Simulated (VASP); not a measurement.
The system is CoO.

```xyz
2
Lattice="0.0000 2.1315 2.1315 2.1315 0.0000 2.1315 2.1315 2.1315 0.0000" Properties=species:S:1:pos:R:3 pbc="T T T"
Co    0.0000    0.0000    0.0000
O     2.1315    2.1315    2.1315
```

Base run:

```yaml
Program: VASP 6.6.1
Functional: PBE
Potentials_or_basis: VASP PAW PBE potentials, release 64 (Co, O)
Cutoff: 520 eV
k_mesh: 8 × 8 × 8
Occupations: gaussian, width 0.05 eV
Spin: collinear spin, ferromagnetic start
Starting_moments: "[2.94, 0.1] μB"
Hubbard_terms: Co d U = 8.0 eV
```

Its results: band gap on the k mesh zero (filled and empty bands overlap); pressure -3.1 GPa; net moment 3.00 μB per cell; site moments Co +2.83; O +0.21 μB.

Problem. The run is repeated on the same cell with these changes: potentials or basis from VASP PAW PBE potentials, release 64 (Co, O) to VASP PAW PBE potentials, release 64 (Co_sv, O); cutoff from 520 eV to 600 eV; further incar settings from ALGO = Normal; EDIFF = 1e-07; NBANDS = 18 to ALGO = Normal; EDIFF = 1e-06; NBANDS = 22; valence electrons from 15 to 23. What comes out?

Solution. Band gap on the k mesh zero (filled and empty bands overlap); pressure -0.9 GPa; net moment 3.00 μB per cell; site moments Co +2.80; O +0.20 μB.

Caveats: a cell with one magnetic atom can't hold antiferromagnetic order, which such compounds often take.
